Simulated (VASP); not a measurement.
Set up this calculation in VASP 6.6.1, as the native input.

```
Task                   : relaxation of cell and atoms
Functional             : PBEsol
Potentials or basis    : VASP PAW PBE potentials, release 64 (Al, Cr_pv, C)
Cutoff                 : 600 eV
k mesh                 : 15 × 15 × 4
Occupations            : gaussian, width 0.1 eV
Spin                   : no spin polarisation
Dipole correction      : no
Further INCAR settings : ALGO = Normal; EDIFF = 1e-06; IBRION = 2; EDIFFG = -0.005; NSW = 70; ISIF = 3
```

The structure of AlCr2C lies in POSCAR:

```
AlCr2C
1.0
    2.8413176500      0.0000000000      0.0000000000
   -1.4206588250      2.4606532651      0.0000000000
    0.0000000000      0.0000000000     12.6988000039
Al Cr C
2 4 2
Direct
    0.6666666667      0.3333333333      0.2500000000
    0.3333333333      0.6666666667      0.7500000000
    0.3333333333      0.6666666667      0.4157760843
    0.6666666667      0.3333333333      0.9157760843
    0.6666666667      0.3333333333      0.5842239157
    0.3333333333      0.6666666667      0.0842239157
    0.0000000000      0.0000000000      0.5000000000
    0.0000000000      0.0000000000      0.0000000000
```

The input as run:

INCAR

```
PREC = Accurate
ENCUT = 600
EDIFF = 1E-6
ISMEAR = 0
SIGMA = 0.1
LREAL = F
LASPH = T
NELM = 100
ALGO = Normal
ISIF = 3
LWAVE = F
LCHARG = F
GGA = PS
IBRION = 2
NSW = 70
EDIFFG = -0.005
```

KPOINTS

```
Automatic mesh
0
Gamma
  15 15 4
```

Potentials or basis: VASP PAW PBE potentials, release 64 (Al, Cr_pv, C).

Command:

```sh
$ cat potpaw_PBE.64/Al/POTCAR potpaw_PBE.64/Cr_pv/POTCAR potpaw_PBE.64/C/POTCAR > POTCAR
$ mpirun -np 1 vasp_std > vasp.out
```

Results of the run:

The relaxed volume is 10.78 Å³/atom. The relaxed cell is a = 2.813 Å, b = 2.813 Å, c = 12.588 Å, α = 90.00°, β = 90.00°, γ = 120.00°, the space group after relaxing (to 0.05 Å) is P6_3/mmc (No. 194) and the energy gained by relaxing is 6.3 meV/atom. The ionic steps are 9, the pressure after relaxing is 0.0 GPa and the largest force after relaxing is 0.003 eV/Å. The band gap on the k mesh is zero (band 31 reaches 10.59 eV, above the bottom of band 32 at 9.74 eV).

Caveat: the PAW data sets were made with another functional, which shifts forces and pressure a little.

It took 10 min on 1 thread of Intel(R) Xeon(R) 6975P-C (Granite Rapids) (shared host), peak memory 0.44 GiB.
